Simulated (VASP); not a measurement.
A run of VASP 6.6.1 is set up as follows.

File INCAR:

```
ALGO = Normal
EDIFF = 1E-8
ENCUT = 520
GGA = PE
IBRION = 8
ISIF = 2
ISMEAR = -1
LASPH = True
LCHARG = True
LREAL = False
LWAVE = False
NBANDS = 19
NELM = 80
NSW = 1
PREC = Accurate
SIGMA = 0.15
```

Contents of KPOINTS:

```
k-points
0
Gamma
  18 18 8
```

The input POSCAR:

```
Zn
1.0
    2.6646999980      0.0000000000      0.0000000000
   -1.3323499990      2.3076978917      0.0000000000
    0.0000000000      0.0000000000      4.9489000000
Zn
2
Direct
    0.3333333333      0.6666666667      0.2500000000
    0.6666666667      0.3333333333      0.7500000000
```

Potentials or basis: VASP PAW PBE potentials, release 64 (Zn).

Command:

```sh
$ cat potpaw_PBE.64/Zn/POTCAR > POTCAR
$ mpirun -np 1 vasp_std > vasp.out
```

Problem. Estimate the highest phonon frequency at Γ.

Solution. 140 cm⁻¹.

Phonon frequencies in cm⁻¹ (negative: imaginary):
| q point | frequencies |
| --- | --- |
| (0.000, 0.000, 0.000) | 0 0 0 65 65 140 |
